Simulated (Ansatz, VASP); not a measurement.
One calculation of BaZrO3, two programs

```
Ba Zr O
1.0
     4.18446    0.00000    0.00000
     0.00000    4.18446    0.00000
     0.00000    0.00000    4.18446
Ba Zr O
1 1 3
Cartesian
  0.0000 0.0000 0.0000
  2.0922 2.0922 2.0922
  0.0000 2.0922 2.0922
  2.0922 0.0000 2.0922
  2.0922 2.0922 0.0000
```

Alike in both runs: task single point; functional PBE; k mesh 6 × 6 × 6; no spin polarisation.

|  | VASP | Ansatz |
| --- | --- | --- |
| version | VASP 6.6.1 | Ansatz 0.2.0 |
| potentials or method | VASP PAW PBE potentials, release 64 (Ba_sv, Zr_sv, O) | plane waves, PAW |
| plane-wave cutoff (eV) | 520 | 420 |
| occupations | gaussian, width 0.01 eV | fixed |
| valence electrons in the cell | 40 | 40 |

```tsv
	VASP	Ansatz	Ansatz less VASP
gap on the k mesh at the Fermi level (eV)	3.20	3.25	+0.052
pressure (GPa)	6.0	4.9	-1.07
```

Spin-orbit coupling is off throughout.
